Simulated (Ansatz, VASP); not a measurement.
**K in VASP and in Ansatz**

File INCAR:

```
PREC = Accurate ; ENCUT = 520
EDIFF = 1E-6 ; ISMEAR = -1
SIGMA = 0.1 ; LREAL = F
LASPH = T ; NELM = 80
ALGO = Normal ; ISIF = 2
LWAVE = F ; LCHARG = F
GGA = PE ; NBANDS = 26
```

Contents of KPOINTS:

```
regular mesh
0
Gamma
  9 9 3
```

POSCAR

```
K
1.0
    4.5188375518      0.0000000000      0.0000000000
   -2.2594187759      3.9134281155      0.0000000000
    0.0000000000      0.0000000000     14.7420063846
K
4
Direct
    1.0000000000      0.0000000000      0.0000000000
    1.0000000000      0.0000000000      0.5000000000
    0.3333333333      0.6666666667      0.2500000000
    0.6666666667      0.3333333333      0.7500000000
```

Input for Ansatz:

```yaml
crystal:
  lattice:
    - [4.5188375518, 0.0, 0.0]
    - [-2.2594187759, 3.9134281155, 0.0]
    - [0.0, 0.0, 14.7420063846]
  atoms:
    - { symbol: K, position: [1.0, 0.0, 0.0] }
    - { symbol: K, position: [1.0, 0.0, 0.5] }
    - { symbol: K, position: [0.3333333333, 0.6666666667, 0.25] }
    - { symbol: K, position: [0.6666666667, 0.3333333333, 0.75] }
hamiltonian:
  xc: pbe
  pseudopotentials:
    kind: paw
    azcp:
      K: "pseudopotentials/K.paw.azcp"
basis:
  ecutwfc: 420
  fft_grid_basis: typed
kpoints:
  mp_grid: { grid: [9, 9, 3], shift: [0, 0, 0] }
magnetization:
  spin_polarized: false
scf:
  occupations: { method: fermi_dirac, width: 0.1 }
  lower_state_search: "off"
output:
  stress: true
```

Alike in both runs: task single point; functional PBE; k mesh 9 × 9 × 3; occupations fermi-dirac, width 0.1 eV; no spin polarisation.

|  | VASP | Ansatz |
| --- | --- | --- |
| version | VASP 6.6.1 | Ansatz 0.2.0 |
| potentials or method | VASP PAW PBE potentials, release 64 (K_sv), cutoff 520 eV | plane waves (420 eV) with PAW, scalar-relativistic |
| valence electrons in the cell | 36 | 36 |

|  | VASP | Ansatz | Ansatz less VASP |
| --- | --- | --- | --- |
| pressure (GPa) | 0.6 | 0.6 | +0.01 |
| traceless stress, the component that is largest in VASP (GPa) | 0.05 | 0.05 | 0.000 |

The functional is the same, so the differences come from potentials, cutoffs and numerics.
